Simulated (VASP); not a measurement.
# Sb3H5 (Imm2) in VASP: single point with r2SCAN

Aim: the single point of Sb3H5 with r2SCAN.

Everything below comes from runs of VASP 6.6.1. Logs are shortened: lines on timing, memory, paths and dates and some standing lists are left out, and cuts for length are marked.

### Step 1. The cell of the first run

Symmetry: Imm2, No. 44, orthorhombic system. The conventional cell has a = 2.859 Å, b = 14.085 Å, c = 4.815 Å, α = 90.00°, β = 90.00°, γ = 90.00°. Within 2.5 Å of H (site symmetry m) lie 3 Sb at 1.86 to 1.88 Å and 1 H at 2.43 Å. H (site symmetry mm2) has 2 Sb at 1.73 Å within 2.3 Å. Within 2.5 Å of H (site symmetry m) lie 3 Sb at 1.81 to 1.94 Å and 1 H at 2.43 Å. Sb (site symmetry m) has 5 H at 1.81 to 1.94 Å within 2.4 Å. Within 2.3 Å of Sb (site symmetry mm2) lie 4 H at 1.73 to 1.86 Å.

### Step 2. Single point, r2SCAN

POSCAR

```
Sb3H5
1.0
    0.0000000000      2.8593010000      0.0000000000
    0.0000000000      0.0000000000      4.8148500000
    7.0423870000      1.4296500000     -2.4074250000
H Sb
5 3
Direct
    0.1047000000      0.9721000000      0.7906000000
    0.8953000000      0.1815000000      0.2094000000
    0.5000000000      0.5150000000      0.0000000000
    0.7735000000      0.9455000000      0.4530000000
    0.2265000000      0.4925000000      0.5470000000
    0.6809000000      0.7771000000      0.6382000000
    0.3191000000      0.1389000000      0.3618000000
    0.0000000000      0.3110000000      0.0000000000
```

INCAR.step1

```
SYSTEM = Sb3H5
PREC = Accurate ; ENCUT = 520
ISMEAR = 1 ; SIGMA = 0.0205
LREAL = .FALSE. ; LASPH = .TRUE.
NELM = 60 ; NBANDS = 20
GGA = PE ; ALGO = Normal
EDIFF = 1E-4 ; LWAVE = .TRUE.
LCHARG = .FALSE.
```

INCAR.step2

```
SYSTEM = Sb3H5
PREC = Accurate ; ENCUT = 520
EDIFF = 1E-7 ; ISMEAR = 1
SIGMA = 0.0205 ; LREAL = .FALSE.
LASPH = .TRUE. ; NELM = 60
ALGO = Normal ; ISIF = 2
LWAVE = .FALSE. ; LCHARG = .FALSE.
METAGGA = R2SCAN ; LMIXTAU = .TRUE.
NBANDS = 20 ; ISTART = 1
```

KPOINTS

```
Automatic mesh
0
G
  7 7 7
  0 0 0
```

Potentials or basis: VASP PAW PBE potentials, release 64 (H, Sb).

Started as:

```console
> cat potpaw_PBE.64/H/POTCAR potpaw_PBE.64/Sb/POTCAR > POTCAR
> cp INCAR.step1 INCAR
> mpirun -np 1 vasp_std > vasp.out
> cp INCAR.step2 INCAR
> mpirun -np 1 vasp_std > vasp.out
```

OUTCAR:

```text
SYSTEM = Sb3H5
   PREC = Accurate
   ENCUT = 520
   EDIFF = 1E-7
   ISMEAR = 1
   LREAL = .FALSE.
   LASPH = .TRUE.
   NELM = 60
   ISIF = 2
   METAGGA = R2SCAN
   ISTART = 1

 ion  position               nearest neighbor table
   1  0.105  0.972  0.791-   8 1.86   6 1.88   6 1.88
   2  0.895  0.181  0.209-   8 1.86   7 1.88   7 1.88
   3  0.500  0.515  0.000-   8 1.73   8 1.73
   4  0.773  0.946  0.453-   6 1.81   7 1.94   7 1.94
   5  0.227  0.492  0.547-   7 1.81   6 1.94   6 1.94
   6  0.681  0.777  0.638-   4 1.81   1 1.88   1 1.88   5 1.94   5 1.94   8 3.38   8 3.38   7 3.41
                             7 3.41   7 3.41   7 3.41
   7  0.319  0.139  0.362-   5 1.81   2 1.88   2 1.88   4 1.94   4 1.94   8 3.38   8 3.38   6 3.41
                             6 3.41   6 3.41   6 3.41
   8  0.000  0.311  0.000-   3 1.73   3 1.73   1 1.86   2 1.86   6 3.38   7 3.38   6 3.38   7 3.38

  LATTYP: Found a body centered orthorhombic cell.
 ALAT       =     2.8593010000
 B/A-ratio  =     1.6839255468
 C/A-ratio  =     4.9259500836

  Lattice vectors:

 A1 = (  -7.0423870000,   1.4296510000,   2.4074250000)
 A2 = (  -7.0423870000,  -1.4296500000,  -2.4074250000)
 A3 = (   7.0423870000,  -1.4296510000,   2.4074250000)

Analysis of symmetry for initial positions (statically):
=====================================================================
 Subroutine PRICEL returns:
 Original cell was already a primitive cell.

 Routine SETGRP: Setting up the symmetry group for a
 body centered orthorhombic supercell.

 Subroutine GETGRP returns: Found  4 space group operations
 (whereof  4 operations were pure point group operations)
 out of a pool of  8 trial point group operations.

The static configuration has the point symmetry C_2v.

Analysis of symmetry for dynamics (positions and initial velocities):
=====================================================================
 Subroutine PRICEL returns:
 Original cell was already a primitive cell.

 Routine SETGRP: Setting up the symmetry group for a
 body centered orthorhombic supercell.

 Subroutine GETGRP returns: Found  4 space group operations
 (whereof  4 operations were pure point group operations)
 out of a pool of  8 trial point group operations.

The dynamic configuration has the point symmetry C_2v.

 Subroutine INISYM returns: Found  4 space group operations
 (whereof  4 operations are pure point group operations),
 and found     1 'primitive' translations

[... 112 lines left out ...]
   ISIF   =      2    stress and relaxation
   ISYM   =      2    0-nonsym 1-usesym 2-fastsym
   POTIM  = 0.5000    time-step for ionic-motion
   TEBEG  =    0.0;   TEEND  =   0.0 temperature during run
   PSTRESS=    0.0 pullay stress
   NELECT =      20.0000    total number of electrons
   NUPDOWN=      -1.0000    fix difference up-down
   EMIN   =  10.00;   EMAX   =-10.00  energy-range for DOS
   EFERMI =   0.00;   METHOD = LEGACY
   ISMEAR =     1;   SIGMA  =   0.02  broadening in eV -4-tet -1-fermi 0-gaus
   EFERMI_NEDOS =   21; number of points for ismear=-14 and -15
   IALGO  =     38    algorithm
   IMIX   =      4    mixing-type and parameters
     AMIX     =   0.40;   BMIX     =  1.00
     AMIX_MAG =   1.60;   BMIX_MAG =  1.00
  volume/ion in A,a.u.               =      12.12        81.78
  Fermi-wavevector in a.u.,A,eV,Ry     =   0.967306  1.827944 12.730718  0.935681
  Thomas-Fermi vector in A             =   2.097181
   LORBIT       =      0    0 simple, 1 ext, 2 COOP (PROOUT), +10 PAW based schemes
   METAGGA = R2SCAN    functional components
   LHFCALC =     F    Hartree Fock is set to
   AEXX    =    0.0000 exact exchange contribution
   IVDW    =     0    specifies the selected vdW correction
   LEPSILON=     F    determine dielectric tensor
   LRPA    =     F    only Hartree local field effects (RPA)
 non-spin polarized calculation
 Methfessel and Paxton  Order N= 1 SIGMA  =   0.02
  energy-cutoff  :      520.00
  volume of cell :       96.95
 maximum number of plane-waves:      2632
 NGX is ok and might be reduce to    24
   NGX = 11   NGY = 17   NGZ = 29

 number of electron      19.9999999 magnetization

 Free energy of the ion-electron system (eV)
  ---------------------------------------------------
  ext. energy  EPLUGINS =         0.00000000
  ---------------------------------------------------
  free energy    TOTEN  =       -84.42044169 eV

  energy without entropy =      -84.42004248  energy(sigma->0) =      -84.42030862

 E-fermi :   7.6016     XC(G=0): -10.3325

 val. band max:        7.6005602744   @ k =   0.2857   0.1429   0.0000
 cond. band min:       7.6019064090   @ k =   0.2857   0.2857   0.0000
 fundamental gap:      0.0013461346
 Fermi energy:         7.6016457680

 k-point     1 :       0.0000    0.0000    0.0000
  band No.  band energies     occupation
      1      -8.4073      2.00000
      2      -6.0844      2.00000
      3      -5.4431      2.00000
      4      -1.3074      2.00000
      5      -1.1715      2.00000
      6       2.2352      2.00000
[... 541 lines left out ...]
     19      15.6653      0.00000
     20      16.1608      0.00000

 [... further k-points ...]

------------------------ aborting loop because EDIFF is reached ----------------------------------------

  FORCE on cell =-STRESS in cart. coord.  units (eV):
  Direction    XX          YY          ZZ          XY          YZ          ZX
  --------------------------------------------------------------------------------------
  -------------------------------------------------------------------------------------
  Total       15.9079628     29.7671366     15.1338390     -0.0000011     -0.0000000      0.0000000
  in kB      262.8830741    491.9093957    250.0904837     -0.0000187     -0.0000000      0.0000000
  external PRESSURE =     334.9609845 kB  Pullay stress =       0.0000000 kB

 VOLUME and BASIS-vectors are now :
 -----------------------------------------------------------------------------
  energy-cutoff  :      520.00
  volume of cell :       96.95
      direct lattice vectors                 reciprocal lattice vectors
     0.000000000  2.859301000  0.000000000    -0.070998629  0.349735827  0.000000000
     0.000000000  0.000000000  4.814850000     0.070998654  0.000000000  0.207690790
     7.042387000  1.429650000 -2.407425000     0.141997309  0.000000000  0.000000000

 POSITION                                       TOTAL-FORCE (eV/Angst)
 -----------------------------------------------------------------------------------
      5.56771      1.42965      2.77721         0.126158     -0.000000      0.440036
      1.47468      2.85930      0.36978        -0.126158      0.000000      0.440036
      0.00000      1.42965      2.47965         0.000000      0.000000      2.287934
      3.19020      2.85930      3.46188         0.241389     -0.000000     -0.438524
      3.85219      1.42965      1.05445        -0.241389      0.000000     -0.438524
      4.49445      2.85930      2.20520         0.782804     -0.000000     -1.271585
      2.54794      1.42965     -0.20222        -0.782804      0.000000     -1.271585
      0.00000      0.00000      1.49742         0.000000      0.000000      0.252211
 -----------------------------------------------------------------------------------
    total drift:                                0.000001     -0.000000     -0.000245

  FREE ENERGIE OF THE ION-ELECTRON SYSTEM (eV)
  ---------------------------------------------------
  free  energy   TOTEN  =       -84.4204416875 eV

  energy  without entropy=      -84.4200424763  energy(sigma->0) =      -84.42030862
```

OUTCAR.step1:

```text
SYSTEM = Sb3H5
   PREC = Accurate
   ENCUT = 520
   ISMEAR = 1
   LREAL = .FALSE.
   LASPH = .TRUE.
[... 801 lines left out ...]
      4.49445      2.85930      2.20520         0.762870     -0.000000     -1.257692
      2.54794      1.42965     -0.20222        -0.762870      0.000000     -1.257692
      0.00000      0.00000      1.49742         0.000000      0.000000      0.148511
 -----------------------------------------------------------------------------------
    total drift:                                0.000000     -0.000001     -0.000188

  FREE ENERGIE OF THE ION-ELECTRON SYSTEM (eV)
  ---------------------------------------------------
  free  energy   TOTEN  =       -19.7044804504 eV

  energy  without entropy=      -19.7045979975  energy(sigma->0) =      -19.70451963
```

OSZICAR.step1:

```text
N       E                     dE             d eps       ncg     rms          rms(c)
DAV:   1     0.820556266301E+02    0.82056E+02   -0.71836E+03  2560   0.815E+02
DAV:   2    -0.143942159123E+02   -0.96450E+02   -0.92269E+02  3232   0.151E+02
DAV:   3    -0.205991873779E+02   -0.62050E+01   -0.60976E+01  3204   0.411E+01
DAV:   4    -0.206615931675E+02   -0.62406E-01   -0.62359E-01  3072   0.458E+00
DAV:   5    -0.206624454888E+02   -0.85232E-03   -0.85230E-03  3104   0.586E-01    0.874E+00
DAV:   6    -0.199131112369E+02    0.74933E+00   -0.35786E-01  2944   0.333E+00    0.497E+00
DAV:   7    -0.197068852980E+02    0.20623E+00   -0.67223E-01  2892   0.433E+00    0.845E-01
DAV:   8    -0.197042266144E+02    0.26587E-02   -0.52444E-02  2828   0.132E+00    0.343E-01
DAV:   9    -0.197043857316E+02   -0.15912E-03   -0.49658E-03  3000   0.339E-01    0.127E-01
DAV:  10    -0.197044804504E+02   -0.94719E-04   -0.27159E-04  2944   0.862E-02
   1 F= -.19704480E+02 E0= -.19704520E+02  d E =0.117547E-03
```

It took 12 min on 1 thread of AMD EPYC 7R43 (Zen 3), shared host; peak memory 0.25 GiB.

What came out:

```
Free energy            : -84.4204 eV
Pressure               : 33.5 GPa
Largest force          : 2.288 eV/Å
Band gap on the k mesh : zero (bands 10 and 11 overlap by 4.17 eV)
```

Forces on the atoms (eV/Å):
```
H    0.126  0.000  0.440
H   -0.126  0.000  0.440
H    0.000  0.000  2.288
H    0.241  0.000 -0.439
H   -0.241  0.000 -0.439
Sb   0.783  0.000 -1.272
Sb  -0.783  0.000 -1.272
Sb   0.000  0.000  0.252
```

Caveat: the stress differs along the axes, from 25 to 49 GPa; the PAW data sets were made with another functional, which shifts forces and pressure a little; spin-orbit coupling is left out, which moves the levels of the heavy elements.
